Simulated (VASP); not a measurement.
# Ga2Sb2CO in VASP: single point with PBE+D3(BJ)

Aim: the single point of Ga2Sb2CO with PBE+D3(BJ).

All numbers are computed with VASP 6.6.1; they aren't measurements. Logs are shortened: lines on timing, memory, paths and dates and some standing lists are left out, and cuts for length are marked.

**1. The cell of the first run**

The cell holds a slab with vacuum, 6 atoms: a = 4.334 Å, b = 4.334 Å, c = 23.320 Å, α = 90.00°, β = 90.00°, γ = 120.00°.

**2. Single point, PBE+D3(BJ)**

INCAR

```
SYSTEM = Ga2Sb2CO
  ALGO = Normal
  DIPOL = 0.5 0.5 0.361
  EDIFF = 1E-6
  ENCUT = 520
  GGA = PE
  GGA_COMPAT = .FALSE.
  IDIPOL = 3
  ISIF = 2
  ISMEAR = 0
  IVDW = 12
  LASPH = .TRUE.
  LCHARG = .FALSE.
  LDIPOL = .TRUE.
  LREAL = .FALSE.
  LWAVE = .FALSE.
  NBANDS = 42
  NELM = 120
  NELMDL = -8
  PREC = Accurate
  SIGMA = 0.1
```

KPOINTS

```
k-points
0
G
  6 6 1
  0 0 0
```

POSCAR

```
Ga2Sb2CO
1.0
    4.3343814621      0.0000000000      0.0000000000
   -2.1671907311      3.7536844559      0.0000000000
    0.0000000000      0.0000000000     23.3197422777
Sb Ga O C
2 2 1 1
Direct
    0.0000000000      0.0000000000      0.1715284823
    0.3333333333      0.6666666667      0.3301590654
    0.3333333333      0.6666666667      0.2094685204
    0.6666666667      0.3333333333      0.3632005095
    0.8888888889      0.4444444444      0.5218643557
    0.8888888889      0.4444444444      0.5711787943
```

Potentials or basis: VASP PAW PBE potentials, release 64 (Sb_d_GW, Ga_d, O, C).

Run with:

```
cat potpaw_PBE.64/Sb_d_GW/POTCAR potpaw_PBE.64/Ga_d/POTCAR potpaw_PBE.64/O/POTCAR potpaw_PBE.64/C/POTCAR > POTCAR
mpirun -np 1 vasp_std > vasp.out
```

OUTCAR:

```text
SYSTEM = Ga2Sb2CO
   EDIFF = 1E-6
   ENCUT = 520
   GGA = PE
   ISIF = 2
   ISMEAR = 0
   IVDW = 12
   LASPH = .TRUE.
   LREAL = .FALSE.
   NELM = 120
   NELMDL = -8
   PREC = Accurate
 IVDW          = 12

 ion  position               nearest neighbor table
   1  0.000  0.000  0.172-   3 2.65   3 2.65   3 2.65
   2  0.333  0.667  0.330-   4 2.62   4 2.62   4 2.62   3 2.81
   3  0.333  0.667  0.209-   1 2.65   1 2.65   1 2.65   2 2.81
   4  0.667  0.333  0.363-   2 2.62   2 2.62   2 2.62
   5  0.889  0.444  0.522-   6 1.15
   6  0.889  0.444  0.571-   5 1.15

  LATTYP: Found a hexagonal cell.
 ALAT       =     4.3343814621
 C/A-ratio  =     5.3801776520

  Lattice vectors:

 A1 = (   4.3343814621,   0.0000000000,   0.0000000000)
 A2 = (  -2.1671907311,   3.7536844559,   0.0000000000)
 A3 = (   0.0000000000,   0.0000000000,  23.3197422777)

Analysis of symmetry for initial positions (statically):
=====================================================================
 Subroutine PRICEL returns:
 Original cell was already a primitive cell.

 Routine SETGRP: Setting up the symmetry group for a
 hexagonal supercell.

 Subroutine GETGRP returns: Found  2 space group operations
 (whereof  2 operations were pure point group operations)
 out of a pool of 24 trial point group operations.

The static configuration has the point symmetry C_1h.

Analysis of symmetry for dynamics (positions and initial velocities):
=====================================================================
 Subroutine PRICEL returns:
 Original cell was already a primitive cell.

 Routine SETGRP: Setting up the symmetry group for a
 hexagonal supercell.

 Subroutine GETGRP returns: Found  2 space group operations
 (whereof  2 operations were pure point group operations)
 out of a pool of 24 trial point group operations.

The dynamic configuration has the point symmetry C_1h.

 Subroutine INISYM returns: Found  2 space group operations
 (whereof  2 operations are pure point group operations),
 and found     1 'primitive' translations

----------------------------------------------------------------------------------------

                                     Primitive cell

  volume of cell :     379.4099

  direct lattice vectors                    reciprocal lattice vectors
     4.334381462  0.000000000  0.000000000     0.230713427  0.133202459  0.000000000
    -2.167190731  3.753684456  0.000000000     0.000000000  0.266404918  0.000000000
     0.000000000  0.000000000 23.319742278     0.000000000  0.000000000  0.042882121

  length of vectors
     4.334381462  4.334381462 23.319742278     0.266404918  0.266404918  0.042882121

  position of ions in fractional coordinates (direct lattice)
     0.000000000  0.000000000  0.171528482
     0.333333333  0.666666667  0.330159065
     0.333333333  0.666666667  0.209468520
     0.666666667  0.333333333  0.363200509
     0.888888889  0.444444444  0.521864356
     0.888888889  0.444444444  0.571178794

  ion indices of the primitive-cell ions
   primitive index   ion index
                 1           1
                 2           2
                 3           3
                 4           4
                 5           5
                 6           6

----------------------------------------------------------------------------------------

 KPOINTS: k-points

Automatic generation of k-mesh.
 Grid dimensions read from file:
 generate k-points for:    6    6    1

 Generating k-lattice:

  Cartesian coordinates                     Fractional coordinates (reciprocal lattice)
     0.038452238  0.022200410  0.000000000     0.166666667  0.000000000  0.000000000
     0.000000000  0.044400820  0.000000000     0.000000000  0.166666667  0.000000000
     0.000000000  0.000000000  0.042882121     0.000000000  0.000000000  1.000000000

  Length of vectors
     0.044400820  0.044400820  0.042882121

  Shift w.r.t. Gamma in fractional coordinates (k-lattice)
     0.000000000  0.000000000  0.000000000

 Subroutine IBZKPT returns following result:
 ===========================================

 Found     13 irreducible k-points:

 Following reciprocal coordinates:
            Coordinates               Weight
  0.000000  0.000000  0.000000      1.000000
  0.166667  0.000000  0.000000      2.000000
  0.000000  0.166667  0.000000      4.000000
  0.333333  0.000000  0.000000      2.000000
  0.000000  0.333333  0.000000      4.000000
  0.500000  0.000000  0.000000      1.000000
  0.000000  0.500000  0.000000      2.000000
  0.166667  0.166667  0.000000      4.000000
 -0.166667  0.333333  0.000000      2.000000
  0.333333  0.166667  0.000000      4.000000
 -0.166667  0.500000  0.000000      4.000000
  0.500000  0.333333  0.000000      4.000000
  0.333333  0.333333  0.000000      2.000000
   k-points           NKPTS =     13   k-points in BZ     NKDIM =     13   number of bands    NBANDS=     42
   number of dos      NEDOS =    301   number of ions     NIONS =      6
   total plane-waves  NPLWV = 184320
   dimension x,y,z NGX =    32 NGY =   32 NGZ =  180
   dimension x,y,z NGXF=    64 NGYF=   64 NGZF=  360
   ions per type =               2   2   1   1
   NGX,Y,Z   is equivalent  to a cutoff of  12.27, 12.27, 12.83 a.u.
   NGXF,Y,Z  is equivalent  to a cutoff of  24.55, 24.55, 25.66 a.u.
 SYSTEM =  Ga2Sb2CO
   PREC   = accura    normal or accurate (medium, high low for compatibility)
   ISTART =      0    job   : 0-new  1-cont  2-samecut
   ICHARG =      2    charge: 1-file 2-atom 10-const
   ISPIN  =      1    spin polarized calculation?
   LNONCOLLINEAR =      F non collinear calculations
   LSORBIT =      F    spin-orbit coupling
   LASPH  =      T    aspherical Exc in radial PAW
   ENCUT  =  520.0 eV  38.22 Ry    6.18 a.u.   8.06  8.06 43.36*2*pi/ulx,y,z
   NELM   =    120;   NELMIN=  2; NELMDL= -8     # of ELM steps
   EDIFF  = 0.1E-05   stopping-criterion for ELM
   LREAL  =      F    real-space projection
   EDIFFG = 0.1E-04   stopping-criterion for IOM
   NSW    =      0    number of steps for IOM
   IBRION =     -1    ionic relax: 0-MD 1-quasi-New 2-CG
   NFREE  =      0    steps in history (QN), initial steepest desc. (CG)
   ISIF   =      2    stress and relaxation
   ISYM   =      2    0-nonsym 1-usesym 2-fastsym
   POTIM  = 0.5000    time-step for ionic-motion
   TEBEG  =    0.0;   TEEND  =   0.0 temperature during run
   PSTRESS=    0.0 pullay stress
   NELECT =      66.0000    total number of electrons
   NUPDOWN=      -1.0000    fix difference up-down
   EMIN   =  10.00;   EMAX   =-10.00  energy-range for DOS
   EFERMI =   0.00;   METHOD = LEGACY
   ISMEAR =     0;   SIGMA  =   0.10  broadening in eV -4-tet -1-fermi 0-gaus
   EFERMI_NEDOS =   21; number of points for ismear=-14 and -15
   IALGO  =     38    algorithm
   IMIX   =      4    mixing-type and parameters
     AMIX     =   0.40;   BMIX     =  1.00
     AMIX_MAG =   1.60;   BMIX_MAG =  1.00
  volume/ion in A,a.u.               =      63.23       426.73
  Fermi-wavevector in a.u.,A,eV,Ry     =   0.913875  1.726973 11.363133  0.835167
  Thomas-Fermi vector in A             =   2.038437
   LORBIT       =      0    0 simple, 1 ext, 2 COOP (PROOUT), +10 PAW based schemes
   GGA     = PE    functional components
   LHFCALC =     F    Hartree Fock is set to
   AEXX    =    0.0000 exact exchange contribution
   IVDW    =    12    specifies the selected vdW correction
   LEPSILON=     F    determine dielectric tensor
   LRPA    =     F    only Hartree local field effects (RPA)
 non-spin polarized calculation
 Gauss-broadening in eV      SIGMA  =   0.10
  energy-cutoff  :      520.00
  volume of cell :      379.41
 maximum number of plane-waves:     10242
   NGX = 17   NGY = 17   NGZ = 87

 dipolmoment           0.000000      0.000000      0.000074 electrons x Angstroem

 number of electron      66.0000007 magnetization

 dipolmoment           0.000000      0.000000     -0.105715 electrons x Angstroem

 Free energy of the ion-electron system (eV)
  ---------------------------------------------------
  ext. energy  EPLUGINS =         0.00000000
  ---------------------------------------------------
  free energy    TOTEN  =       -28.30857048 eV

  energy without entropy =      -28.30207298  energy(sigma->0) =      -28.30532173

 E-fermi :  -1.1855     XC(G=0):  -4.2826

 val. band max:       -1.2059694097   @ k =   0.0000   0.0000   0.0000
 cond. band min:      -1.1581935790   @ k =   0.3333   0.3333   0.0000
 fundamental gap:      0.0477758307
 Fermi energy:        -1.1855326200

 k-point     1 :       0.0000    0.0000    0.0000
  band No.  band energies     occupation
      1     -30.4472      2.00000
      2     -30.4341      2.00000
      3     -30.4335      2.00000
      4     -30.4194      2.00000
      5     -30.4189      2.00000
      6     -29.4609      2.00000
[... 34 lines left out ...]
     41       2.1114      0.00000
     42       2.5766      0.00000

 k-point     2 :       0.1667    0.0000    0.0000
  band No.  band energies     occupation
      1     -30.4466      2.00000
      2     -30.4338      2.00000
      3     -30.4336      2.00000
      4     -30.4196      2.00000
      5     -30.4183      2.00000
      6     -29.4609      2.00000
[... 34 lines left out ...]
     41       2.6395      0.00000
     42       2.6887      0.00000

 k-point     3 :       0.0000    0.1667    0.0000
  band No.  band energies     occupation
      1     -30.4466      2.00000
      2     -30.4344      2.00000
      3     -30.4330      2.00000
      4     -30.4193      2.00000
      5     -30.4186      2.00000
      6     -29.4610      2.00000
[... 402 lines left out ...]
      4     -30.4192      2.00000
      5     -30.4172      2.00000
      6     -29.4607      2.00000
[... 34 lines left out ...]
     41       3.4857      0.00000
     42       3.8840      0.00000

 k-point    13 :       0.3333    0.3333    0.0000
  band No.  band energies     occupation
      1     -30.4443      2.00000
      2     -30.4343      2.00000
      3     -30.4328      2.00000
      4     -30.4184      2.00000
      5     -30.4178      2.00000
      6     -29.4595      2.00000
[... 34 lines left out ...]
     41       4.0900      0.00000
     42       4.3476      0.00000

------------------------ aborting loop because EDIFF is reached ----------------------------------------

 vacuum level on the upper side and lower side of the slab       (xc-potential included)        -0.582         0.527

 Edisp (eV)   -0.97258

 E8    (eV) :    -0.4547

  FORCE on cell =-STRESS in cart. coord.  units (eV):
  Direction    XX          YY          ZZ          XY          YZ          ZX
  --------------------------------------------------------------------------------------
  -------------------------------------------------------------------------------------
  Total      -0.08409    -0.08513    -1.21355     0.00090    -0.00196    -0.00340
  in kB      -0.35509    -0.35948    -5.12460     0.00380    -0.00830    -0.01437
  external pressure =       -1.95 kB  Pullay stress =        0.00 kB

 VOLUME and BASIS-vectors are now :
 -----------------------------------------------------------------------------
  energy-cutoff  :      520.00
  volume of cell :      379.41
      direct lattice vectors                 reciprocal lattice vectors
     4.334381462  0.000000000  0.000000000     0.230713427  0.133202459  0.000000000
    -2.167190731  3.753684456  0.000000000     0.000000000  0.266404918  0.000000000
     0.000000000  0.000000000 23.319742278     0.000000000  0.000000000  0.042882121

 POSITION                                       TOTAL-FORCE (eV/Angst)
 -----------------------------------------------------------------------------------
      0.00000      0.00000      4.00000         0.001591      0.000919      0.178996
     -0.00000      2.50246      7.69922        -0.001976     -0.001141     -0.000926
     -0.00000      2.50246      4.88475        -0.000224     -0.000129     -0.161752
      2.16719      1.25123      8.46974        -0.000036     -0.000021     -0.000674
      2.88959      1.66830     12.16974         0.001629      0.000941      0.699680
      2.88959      1.66830     13.31974        -0.000985     -0.000568     -0.715325
 -----------------------------------------------------------------------------------
    total drift:                               -0.000026     -0.000013     -0.004180

  FREE ENERGIE OF THE ION-ELECTRON SYSTEM (eV)
  ---------------------------------------------------
  free  energy   TOTEN  =       -29.2811464379 eV

  energy  without entropy=      -29.2746489373  energy(sigma->0) =      -29.27789769

 vacuum level on the upper side and lower side of the slab         2.496         3.674
```

It took 3.9 min on 1 thread of Intel Xeon 6975P-C (Granite Rapids), shared host; peak memory 0.61 GiB.

Results:

```
Free energy                : -29.2811 eV
Largest force              : 0.715 eV/Å
Band gap on the k mesh     : 0.05 eV (least direct gap 0.13 eV)
Dispersion energy per atom : -0.162 eV
```

Forces in eV/Å, atoms in the order of the input:
```
Sb   0.002  0.001  0.179
Sb  -0.002 -0.001 -0.001
Ga   0.000  0.000 -0.162
Ga   0.000  0.000 -0.001
O    0.002  0.001  0.700
C   -0.001 -0.001 -0.715
```

Caveat: spin-orbit coupling is left out, which moves the levels of the heavy elements.
